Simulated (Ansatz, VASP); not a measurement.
Given: the input of a run of Ansatz 0.2.0 on WS2.

File input.yaml:

```yaml
crystal:
  lattice:
    - [3.1835163552, 0.0, 0.0]
    - [-1.5917581776, 2.7570060369, 0.0]
    - [0.0, 0.0, 16.95057789]
  atoms:
    - { symbol: W, position: [0.0, 0.0, 0.0] }
    - { symbol: S, position: [0.3333333333, 0.6666666667, 0.09200051] }
    - { symbol: S, position: [0.3333333333, 0.6666666667, 0.90799949] }
hamiltonian:
  xc: { exchange: pbe, correlation: pbe, exx: { coeff: 0.25, omega: 0.2 } }
  pseudopotentials: { kind: paw }
kpoints:
  mp_grid: { grid: [5, 5, 1] }
scf:
  occupations: { method: fermi_dirac, width: 0.05 }
output:
  forces: true
  stress: true
  eigenvalues: true
```

Potentials or basis: Ansatz PAW.

Command:

```console
$ ansatz run input.yaml --threads 2 --pin off --max-ram 5632MiB --backend cpu --events-out ev --progress --plain --runs-dir out
```

Problem. Set up the same calculation for VASP 6.6.1. Potentials there: VASP PAW PBE potentials, release 64 (W_sv, S).

Solution. As run (the cutoff follows the program's own potentials):

The input POSCAR:

```
WS2
1.0
    3.1835163552      0.0000000000      0.0000000000
   -1.5917581776      2.7570060369      0.0000000000
    0.0000000000      0.0000000000     16.9505778900
W S
1 2
Direct
    0.0000000000      0.0000000000      0.0000000000
    0.3333333333      0.6666666667      0.0920005100
    0.3333333333      0.6666666667      0.9079994900
```

The input INCAR.step1:

```
PREC = Accurate
ENCUT = 520
EDIFF = 1E-5
ISMEAR = -1
SIGMA = 0.05
LREAL = False
LASPH = True
NELM = 80
ALGO = Normal
ISIF = 2
LWAVE = True
NBANDS = 20
GGA = PE
```

INCAR.step2

```
PREC = Accurate
ENCUT = 520
EDIFF = 1E-6
ISMEAR = -1
SIGMA = 0.05
LREAL = False
LASPH = True
NELM = 80
ALGO = Normal
ISIF = 2
LWAVE = False
LCHARG = True
GGA = PE
LHFCALC = True
AEXX = 0.25
HFSCREEN = 0.2
PRECFOCK = Normal
LELF = True
LVHAR = True
NBANDS = 20
ISTART = 1
```

KPOINTS

```
Automatic mesh
0
Gamma
  5 5 1
```

Potentials or basis: VASP PAW PBE potentials, release 64 (W_sv, S).

Run with:

```bash
$ cat potpaw_PBE.64/W_sv/POTCAR potpaw_PBE.64/S/POTCAR > POTCAR
$ cp INCAR.step1 INCAR
$ mpirun -np 1 vasp_std > vasp.out
$ cp INCAR.step2 INCAR
$ mpirun -np 1 vasp_std > vasp.out
```

Both were run:

|  | VASP | Ansatz | Ansatz less VASP |
| --- | --- | --- | --- |
| gap on the k mesh at the Fermi level (eV) | 2.81 | 2.81 | -0.007 |
| least direct gap on the mesh (eV) | 3.33 | 3.33 | +0.003 |
| rms of the force components (eV/Å) | 0.135 | 0.108 | -0.0262 |

VASP's potentials were made for PBE, not for PBE-based screened hybrid. Atom by atom the forces differ by 0.026 eV/Å (rms over components).

The k mesh is coarse, so the values compare programs but aren't converged. Spin-orbit coupling is off throughout. Noted on Ansatz's run: odd divisions of the mesh miss points on the zone boundary, where band edges often lie, so the gap on the mesh can be too wide.
